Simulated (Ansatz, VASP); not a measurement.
One calculation of FeSi2, two programs

POSCAR

```
FeSi2
1.0
    2.6840000000      0.0000000000      0.0000000000
    0.0000000000      2.6840000000      0.0000000000
    0.0000000000      0.0000000000      5.1280000000
Fe Si
1 2
Direct
    0.0000000000      0.0000000000      0.0000000000
    0.5000000000      0.5000000000      0.2700000000
    0.5000000000      0.5000000000      0.7300000000
```

File INCAR.step1:

```
PREC = Accurate
ENCUT = 600
ISMEAR = 0
SIGMA = 0.1
LREAL = F
LASPH = T
NELM = 100
GGA = PE
ALGO = Normal
EDIFF = 1E-4
LWAVE = T
LCHARG = F
```

Contents of INCAR.step2:

```
PREC = Accurate
ENCUT = 600
EDIFF = 1E-6
ISMEAR = 0
SIGMA = 0.1
LREAL = F
LASPH = T
NELM = 100
ALGO = Normal
ISIF = 3
LWAVE = F
LCHARG = F
METAGGA = R2SCAN
LMIXTAU = T
IBRION = 2
NSW = 100
EDIFFG = -0.005
ISTART = 1
```

The input KPOINTS:

```
Automatic mesh
0
Gamma
  16 16 8
```

Input for Ansatz:

```yaml
crystal:
  lattice:
    - [2.684, 0.0, 0.0]
    - [0.0, 2.684, 0.0]
    - [0.0, 0.0, 5.128]
  atoms:
    - { symbol: Fe, position: [0.0, 0.0, 0.0] }
    - { symbol: Si, position: [0.5, 0.5, 0.27] }
    - { symbol: Si, position: [0.5, 0.5, 0.73] }
basis:
  ecutwfc: 500
kpoints:
  mp_grid: { grid: [16, 16, 8] }
hamiltonian:
  xc: r2scan
scf:
  occupations: { method: gaussian, width: 0.1 }
output:
  forces: true
  stress: true
  eigenvalues: true
relax:
  adjacent_minimum: "off"
  f_tol: 0.005
  max_steps: 80
  cell: { stress_tol: 0.05 }
```

Alike in both runs: task relaxation of cell and atoms; functional r2SCAN; k mesh 16 × 16 × 8; occupations gaussian, width 0.1 eV; no spin polarisation.

```csv
,VASP,Ansatz
version,VASP 6.6.1,Ansatz 0.2.0
potentials or method,"VASP PAW PBE potentials, release 64 (Fe, Si), cutoff 600 eV","scalar-relativistic, plane waves, PAW"
valence electrons in the cell,16,24
```

```tsv
	VASP	Ansatz	Ansatz less VASP
gap on the k mesh at the Fermi level, each at its own relaxed structure (eV)	none	none	-
relaxed volume (Å³/atom)	12.23	12.22	-0.006
relaxed cell length with the largest relative difference (Å)	2.680	2.679	-0.0012
```

VASP's potentials were made for PBE, not for r2SCAN. A gap of «none» marks a metal or a gap that the smearing closes. VASP's potentials hold 16 valence electrons a cell and Ansatz's 24, so a difference there can come from the potentials and not from the codes.
